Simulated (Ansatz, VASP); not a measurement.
## ScSi2 in VASP and in Ansatz

The input POSCAR:

```
ScSi2
1.0
    3.6600000000      0.0000000000      0.0000000000
   -1.8300000000      3.1696529779      0.0000000000
    0.0000000000      0.0000000000      3.8700000000
Sc Si
1 2
Direct
    0.0000000000      0.0000000000      0.0000000000
    0.6666666667      0.3333333333      0.5000000000
    0.3333333333      0.6666666667      0.5000000000
```

INCAR.step1

```
SYSTEM = ScSi2
PREC = Accurate ; ENCUT = 600
ISMEAR = -1 ; SIGMA = 0.05
LREAL = .False. ; LASPH = .True.
NELM = 100 ; GGA = PE
ALGO = Normal ; EDIFF = 1E-4
LWAVE = .True. ; LCHARG = .False.
```

File INCAR.step2:

```
SYSTEM = ScSi2
PREC = Accurate ; ENCUT = 600
EDIFF = 1E-6 ; ISMEAR = -1
SIGMA = 0.05 ; LREAL = .False.
LASPH = .True. ; NELM = 100
ALGO = Normal ; ISIF = 3
LWAVE = .False. ; LCHARG = .False.
METAGGA = R2SCAN ; LMIXTAU = .True.
IBRION = 2 ; NSW = 60
EDIFFG = -0.01 ; ISTART = 1
```

Contents of KPOINTS:

```
Automatic mesh
0
Gamma
  8 8 7
  0 0 0
```

input.yaml

```yaml
crystal:
  lattice:
    - [3.66, 0.0, 0.0]
    - [-1.83, 3.1696529779, 0.0]
    - [0.0, 0.0, 3.87]
  atoms:
    - { symbol: Sc, position: [0.0, 0.0, 0.0] }
    - { symbol: Si, position: [0.6666666667, 0.3333333333, 0.5] }
    - { symbol: Si, position: [0.3333333333, 0.6666666667, 0.5] }
hamiltonian:
  xc: r2scan
  pseudopotentials: { kind: paw }
kpoints:
  mp_grid: { grid: [8, 8, 7] }
scf:
  occupations: { method: fermi_dirac, width: 0.05 }
output:
  forces: true
  stress: true
  eigenvalues: true
  write_density: true
  write_potential: true
  elf: true
  volumetric_format: npy
relax:
  f_tol: 0.01
  max_steps: 40
  cell: { stress_tol: 0.05 }
```

Alike in both runs: task relaxation of cell and atoms; functional r2SCAN; k mesh 8 × 8 × 7; occupations fermi-dirac, width 0.05 eV; no spin polarisation.

```csv
,VASP,Ansatz
version,VASP 6.6.1,Ansatz 0.2.0
potentials or method,"VASP PAW PBE potentials, release 64 (Sc_sv, Si)",Ansatz PAW
plane-wave cutoff (eV),600,500
valence electrons in the cell,19,19
```

|  | VASP | Ansatz | Ansatz less VASP |
| --- | --- | --- | --- |
| gap on the k mesh at the Fermi level, each at its own relaxed structure (eV) | none | none | - |
| relaxed volume (Å³/atom) | 16.86 | 16.80 | -0.054 |
| relaxed length of the cell vector where the two differ most in proportion (Å) | 3.647 | 3.633 | -0.0140 |

VASP's potentials were made for PBE, not for r2SCAN. A gap of «none» marks a metal or a gap that the smearing closes.

Noted on Ansatz's run: the plane-wave basis is chosen anew once the cell has moved, so the energies of steps on either side of that aren't comparable.
